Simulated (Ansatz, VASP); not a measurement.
## SiF5 in VASP and in Ansatz

```
CELL_PARAMETERS angstrom
0.00000 0.00000 5.02359
8.22614 0.00000 0.00000
-4.11307 7.12404 0.00000
ATOMIC_POSITIONS crystal
Si 0.45007 0.66667 0.33333
Si 0.54993 0.33333 0.66667
F 0.55316 0.77111 0.22889
F 0.55316 0.45779 0.22889
F 0.55316 0.77111 0.54221
F 0.13557 0.66667 0.33333
F 0.14080 0.00000 0.00000
F 0.85920 0.00000 0.00000
F 0.44684 0.22889 0.45779
F 0.44684 0.22889 0.77111
F 0.44684 0.54221 0.77111
F 0.86443 0.33333 0.66667
```

Alike in both runs: task single point; functional PBE; k mesh 4 × 3 × 3; occupations gaussian, width 0.1 eV; no spin polarisation.

|  | VASP | Ansatz |
| --- | --- | --- |
| version | VASP 6.6.1 | Ansatz 0.2.0 |
| potentials or method | VASP PAW PBE potentials, release 64 (Si, F), cutoff 520 eV | scalar-relativistic, plane waves, PAW |
| valence electrons in the cell | 78 | 78 |

```csv
,VASP,Ansatz,Ansatz less VASP
gap on the k mesh at the Fermi level (eV),3.37,3.43,+0.064
least direct gap on the mesh (eV),3.39,3.46,+0.064
pressure (GPa),0.4,0.0,-0.39
"traceless stress, the component that is largest in VASP (GPa)",0.15,-0.03,-0.183
rms of the force components (eV/Å),0.145,0.001,-0.1438
```

Atom by atom the forces differ by 0.144 eV/Å (rms over components). One of these differences is far larger than is usual between the two programs; its cause wasn't traced.
